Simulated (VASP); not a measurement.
Here is a VASP 6.6.1 calculation.

The input INCAR:

```
SYSTEM = BaSnAu
PREC = Accurate
ENCUT = 500
EDIFF = 1E-7
ISMEAR = 0
SIGMA = 0.1
LREAL = .FALSE.
LASPH = .TRUE.
NELM = 120
ALGO = Normal
ISIF = 3
LWAVE = .FALSE.
LCHARG = .FALSE.
GGA = PE
IBRION = 2
NSW = 90
EDIFFG = -0.04
GGA_COMPAT = .FALSE.
NELMIN = 4
```

Contents of KPOINTS:

```
regular mesh
0
G
  4 4 4
  0 0 0
```

Contents of POSCAR:

```
BaSnAu
1.0
    4.0636649116      0.0000000000      0.0000000000
    0.0000000000      4.0636649116      0.0000000000
    0.0000000000      0.0000000000      6.2986486278
Ba Sn Au
1 1 1
Direct
    0.0000000000      0.0000000000      0.0000000000
    0.5000000000      0.5000000000      0.5000000000
    0.0000000000      0.0000000000      0.5000000000
```

Potentials or basis: VASP PAW PBE potentials, release 64 (Ba_sv, Sn_d, Au_sv_GW).

Launch:

```sh
$ cat potpaw_PBE.64/Ba_sv/POTCAR potpaw_PBE.64/Sn_d/POTCAR potpaw_PBE.64/Au_sv_GW/POTCAR > POTCAR
$ mpirun -np 1 vasp_std > vasp.out
```

Problem. What does it give for the space group after relaxing (to 0.1 Å)?

Solution. P4/mmm (No. 123).

Problem. Predict the relaxed volume.

Solution. 33.94 Å³/atom.

Final structure:
```
Ba Sn Au
1.0
     4.01483    0.00000    0.00000
     0.00000    4.01483    0.00000
     0.00000    0.00000    6.31657
Ba Sn Au
1 1 1
Direct
  0.00000 0.00000 0.00000
  0.50000 0.50000 0.50000
  0.00000 0.00000 0.50000
```

Caveat: the k points lie up to 0.39 Å⁻¹ apart in the final cell, too coarse for converged energies and pressures of a metal.
